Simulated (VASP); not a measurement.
# PtSe2 (Sudovikovite) (P-3m1) in VASP: further runs, part 2 of 2

VASP 6.6.1.

## (4) Single point, BLYP+D4

This run uses another cell than the first one, of 19.86 Å³/atom, 1.021 times its volume.

Input file INCAR:

```
  PREC = Accurate
  ENCUT = 520
  EDIFF = 1E-7
  ISMEAR = -1
  SIGMA = 0.05
  LREAL = False
  LASPH = True
  NELM = 100
  ALGO = Normal
  ISIF = 2
  LWAVE = False
  LCHARG = False
  GGA = B5
  ALDAX = 1.0
  AGGAX = 1.0
  AGGAC = 1.0
  ALDAC = 0.0
  IVDW = 13
  VDW_S6 = 1.0
  VDW_S8 = 2.34076671
  VDW_A1 = 0.44488865
  VDW_A2 = 4.0933009
  NBANDS = 18
```

Input file KPOINTS:

```
regular mesh
0
Gamma
  8 8 5
```

Input file POSCAR:

```
PtSe2
1.0
    3.6990059583      0.0000000000      0.0000000000
   -1.8495029792      3.2034331287      0.0000000000
    0.0000000000      0.0000000000      5.0280258220
Pt Se
1 2
Direct
    0.0000000000      0.0000000000      0.0000000000
    0.6666666667      0.3333333333      0.7500000000
    0.3333333333      0.6666666667      0.2500000000
```

Potentials or basis: VASP PAW PBE potentials, release 64 (Pt, Se).

The run is started by

```
cat potpaw_PBE.64/Pt/POTCAR potpaw_PBE.64/Se/POTCAR > POTCAR
mpirun -np 1 vasp_std > vasp.out
```

OUTCAR:

```text
PREC = Accurate
   ENCUT = 520
   EDIFF = 1E-7
   ISMEAR = -1
   LREAL = False
   LASPH = True
   NELM = 100
   ISIF = 2
   GGA = B5
   IVDW = 13

 ion  position               nearest neighbor table
   1  0.000  0.000  0.000-   2 2.48   3 2.48   2 2.48   3 2.48   2 2.48   3 2.48
   2  0.667  0.333  0.750-   1 2.48   1 2.48   1 2.48
   3  0.333  0.667  0.250-   1 2.48   1 2.48   1 2.48

  LATTYP: Found a hexagonal cell.
 ALAT       =     3.6990059583
 C/A-ratio  =     1.3592910849

  Lattice vectors:
[... 694 lines left out ...]

  DFT-D4 for vdW energy calculation

  Edisp (eV):   -2.95158

  FORCE on cell =-STRESS in cart. coord.  units (eV):
  Direction    XX          YY          ZZ          XY          YZ          ZX
  --------------------------------------------------------------------------------------
  -------------------------------------------------------------------------------------
  Total       4.60522     4.60522     3.03554    -0.00000     0.00000     0.00000
  in kB     123.84053   123.84053    81.62972    -0.00000     0.00000     0.00000
  external pressure =      109.77 kB  Pullay stress =        0.00 kB

 VOLUME and BASIS-vectors are now :
 -----------------------------------------------------------------------------
  energy-cutoff  :      520.00
  volume of cell :       59.58
      direct lattice vectors                 reciprocal lattice vectors
     3.699005958  0.000000000  0.000000000     0.270342901  0.156082546  0.000000000
    -1.849502979  3.203433129  0.000000000     0.000000000  0.312165093  0.000000000
     0.000000000  0.000000000  5.028025822     0.000000000  0.000000000  0.198885216

 POSITION                                       TOTAL-FORCE (eV/Angst)
 -----------------------------------------------------------------------------------
      0.00000      0.00000      0.00000         0.000000      0.000000      0.000000
      1.84950      1.06781      3.77102         0.000000      0.000000     -1.454907
     -0.00000      2.13562      1.25701        -0.000000     -0.000000      1.454907
 -----------------------------------------------------------------------------------
    total drift:                               -0.000000     -0.000000     -0.000000

  FREE ENERGIE OF THE ION-ELECTRON SYSTEM (eV)
  ---------------------------------------------------
  free  energy   TOTEN  =       -14.6155755319 eV

  energy  without entropy=      -14.6108300527  energy(sigma->0) =      -14.61320279
```

OSZICAR:

```text
N       E                     dE             d eps       ncg     rms          rms(c)
DAV:   1     0.116357971808E+03    0.11636E+03   -0.10121E+04  1448   0.108E+03
DAV:   2    -0.737042502437E+01   -0.12373E+03   -0.11980E+03  1730   0.217E+02
DAV:   3    -0.125661413335E+02   -0.51957E+01   -0.51535E+01  1814   0.444E+01
DAV:   4    -0.126056407010E+02   -0.39499E-01   -0.39477E-01  1732   0.413E+00
DAV:   5    -0.126060799112E+02   -0.43921E-03   -0.43920E-03  1782   0.433E-01    0.137E+01
DAV:   6    -0.118917076999E+02    0.71437E+00   -0.46908E+00  1494   0.202E+01    0.798E+00
DAV:   7    -0.116812177919E+02    0.21049E+00   -0.97425E-01  1488   0.954E+00    0.399E+00
DAV:   8    -0.116652600656E+02    0.15958E-01   -0.42291E-02  1602   0.167E+00    0.951E-01
DAV:   9    -0.116638121728E+02    0.14479E-02   -0.75353E-03  1670   0.821E-01    0.151E-01
DAV:  10    -0.116639792293E+02   -0.16706E-03   -0.61612E-04  1654   0.179E-01    0.619E-02
DAV:  11    -0.116639983451E+02   -0.19116E-04   -0.33758E-05  1634   0.570E-02    0.214E-02
DAV:  12    -0.116639966158E+02    0.17294E-05   -0.54020E-06  1668   0.229E-02    0.431E-03
DAV:  13    -0.116639971651E+02   -0.54934E-06   -0.61330E-07  1730   0.655E-03    0.121E-03
DAV:  14    -0.116639972425E+02   -0.77363E-07   -0.50686E-08   864   0.145E-03
   1 F= -.14615576E+02 E0= -.14613203E+02  d E =-.474548E-02
```

It took 29 s on 1 thread of Intel Xeon 6975P-C (Granite Rapids), shared host; peak memory 0.2 GiB.

Results:

```yaml
Free_energy: -14.6156 eV
Pressure: 11.0 GPa
Largest_force: 1.455 eV/Å
Band_gap_on_the_k_mesh: zero (band 11 reaches 7.66 eV, above the bottom of band 12 at 7.42 eV)
Dispersion_energy_per_atom: -0.984 eV
```

Forces in eV/Å, atoms in the order of the input:
```
Pt   0.000  0.000  0.000
Se   0.000  0.000 -1.455
Se   0.000  0.000  1.455
```

Caveat: the PAW data sets were made with another functional, which shifts forces and pressure a little; spin-orbit coupling is left out, which moves the levels of the heavy elements; pairwise dispersion overbinds metals, which lowers pressure and volume.

## (5) Overview

| level | cell | gap on the mesh (eV) | pressure (GPa) | largest force (eV/Å) |
| --- | --- | --- | --- | --- |
| BLYP+D4 | a = 3.674, b = 3.674, c = 4.994 Å, angles 90.0, 90.0, 120.0°, 3 atoms | none | 14.5 | 1.76 |
| RPBE | a = 3.699, b = 3.699, c = 5.028 Å, angles 90.0, 90.0, 120.0°, 3 atoms | none | 12.9 | 0.92 |
| BLYP+D4 | a = 3.699, b = 3.699, c = 5.028 Å, angles 90.0, 90.0, 120.0°, 3 atoms | none | 11.0 | 1.45 |

Alike in all rows: task single point; potentials or basis VASP PAW PBE potentials, release 64 (Pt, Se); no spin polarisation; k mesh 8 × 8 × 5; cutoff (eV) 520; smearing fermi-dirac 0.05 eV.

Caveats: the PAW data sets were made with another functional, which shifts forces and pressure a little; spin-orbit coupling is left out, which moves the levels of the heavy elements; pairwise dispersion overbinds metals, which lowers pressure and volume (some runs).

Total energies depend on the potentials used, so only differences within one code and one set of settings carry meaning.
